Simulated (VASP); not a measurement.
Wanted: the native input for a VASP 6.6.1 run.

| Item | Value |
| --- | --- |
| Task | single point |
| Functional | r2SCAN |
| Potentials or basis | VASP PAW PBE potentials, release 64 (Ge_d) |
| Cutoff | 550 eV |
| k mesh | 10 × 10 × 6 |
| Occupations | fermi-dirac, width 0.15 eV |
| Spin | no spin polarisation |
| Dipole correction | no |
| Further INCAR settings | ALGO = Normal; EDIFF = 1e-06; NBANDS = 36 |

Ge:

```
CELL_PARAMETERS angstrom
3.99759 0.00000 0.00000
-1.99879 3.46201 0.00000
0.00000 0.00000 6.59938
ATOMIC_POSITIONS crystal
Ge 0.66667 0.33333 0.06290
Ge 0.33333 0.66667 0.56290
Ge 0.66667 0.33333 0.43710
Ge 0.33333 0.66667 0.93710
```

This isn't the form of Ge at room conditions, which is diamond.

The input as run:

POSCAR

```
Ge
1.0
    3.9975860000      0.0000000000      0.0000000000
   -1.9987930000      3.4620110000      0.0000000000
    0.0000000000      0.0000000000      6.5993780000
Ge
4
Direct
    0.6666666667      0.3333333333      0.0629010000
    0.3333333333      0.6666666667      0.5629010000
    0.6666666667      0.3333333333      0.4370990000
    0.3333333333      0.6666666667      0.9370990000
```

INCAR.step1

```
SYSTEM = Ge
ALGO = Normal
EDIFF = 1E-5
ENCUT = 550
GGA = PE
GGA_COMPAT = .FALSE.
ISMEAR = -1
LASPH = .TRUE.
LCHARG = .FALSE.
LREAL = .FALSE.
LWAVE = .TRUE.
NBANDS = 36
NELM = 120
PREC = Accurate
SIGMA = 0.15
```

INCAR.step2

```
SYSTEM = Ge
ALGO = Normal
EDIFF = 1E-6
ENCUT = 550
GGA_COMPAT = .FALSE.
ISIF = 2
ISMEAR = -1
ISTART = 1
LASPH = .TRUE.
LCHARG = .FALSE.
LMIXTAU = .TRUE.
LREAL = .FALSE.
LWAVE = .FALSE.
METAGGA = R2SCAN
NBANDS = 36
NELM = 120
PREC = Accurate
SIGMA = 0.15
```

KPOINTS

```
k-points
0
G
  10 10 6
  0 0 0
```

Potentials or basis: VASP PAW PBE potentials, release 64 (Ge_d).

Launch:

```console
$ cat potpaw_PBE.64/Ge_d/POTCAR > POTCAR
$ cp INCAR.step1 INCAR
$ mpirun -np 1 vasp_std > vasp.out
$ cp INCAR.step2 INCAR
$ mpirun -np 1 vasp_std > vasp.out
```

Results of the run:

```
Pressure               : 0.1 GPa
Largest force          : 0.012 eV/Å
Band gap on the k mesh : 0.07 eV
```

Caveat: the PAW data sets were made with another functional, which shifts forces and pressure a little.

It took 9.4 min on 1 thread of Oxide Virtual Turin-like Processor, on a shared host, peak memory 0.28 GiB.
